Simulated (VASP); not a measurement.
Here is a VASP 6.6.1 calculation.

Contents of INCAR:

```
SYSTEM = Ga5B
PREC     = Accurate       ! precision mode
ENCUT    = 600            ! plane-wave cutoff, eV
EDIFF    = 1E-7           ! SCF threshold, eV
ISMEAR   = 0              ! smearing method
SIGMA    = 0.1            ! smearing width, eV
LREAL    = .FALSE.        ! projectors in reciprocal space
LASPH    = .TRUE.         ! aspherical terms in the spheres
NELM     = 100            ! most SCF steps
ALGO     = Fast           ! electronic algorithm
ISIF     = 3              ! what is computed and relaxed
LWAVE    = .FALSE.        ! write WAVECAR
LCHARG   = .FALSE.        ! write CHGCAR
GGA      = PE             ! functional
IBRION   = 2              ! ionic algorithm
NSW      = 90             ! ionic steps
EDIFFG   = -0.04          ! ionic threshold
```

The input KPOINTS:

```
regular mesh
0
G
  6 6 4
  0 0 0
```

Contents of POSCAR:

```
Ga5B
1.0
    5.3548927100      0.0000000000      0.0000000000
   -2.6774463600      4.6374731300      0.0000000000
    0.0000000000      0.0000000000      4.3247865200
Ga B
5 1
Direct
    0.6666666700      0.3333333300      0.0000000000
    0.5000000000      0.0000000000      0.5000000000
    0.5000000000      0.5000000000      0.5000000000
    0.0000000000      0.5000000000      0.5000000000
    0.3333333300      0.6666666700      0.0000000000
    0.0000000000      0.0000000000      0.0000000000
```

Potentials or basis: VASP PAW PBE potentials, release 64 (Ga_d, B).

Run with:

```console
$ cat potpaw_PBE.64/Ga_d/POTCAR potpaw_PBE.64/B/POTCAR > POTCAR
$ mpirun -np 1 vasp_std > vasp.out
```

Task: Predict the space group after relaxing (to 0.1 Å).

Result: P6/mmm (No. 191).

Task: Predict the relaxed volume.

Result: 19.39 Å³/atom.

Task: What does it give for the band gap on the k mesh?

Result: Zero (bands 34 and 35 overlap by 2.77 eV).

Final structure:
```xyz
6
Lattice="5.3609 0.0000 0.0000 -2.6804 4.6427 0.0000 0.0000 0.0000 4.6754" Properties=species:S:1:pos:R:3 pbc="T T T"
Ga    2.6804    1.5476    4.6754
Ga    2.6804    0.0000    2.3377
Ga    1.3402    2.3213    2.3377
Ga   -1.3402    2.3213    2.3377
Ga    0.0000    3.0951    0.0000
B     0.0000    0.0000    0.0000
```

Caveat: the k points lie up to 0.34 Å⁻¹ apart in the final cell, too coarse for converged energies and pressures of a metal.
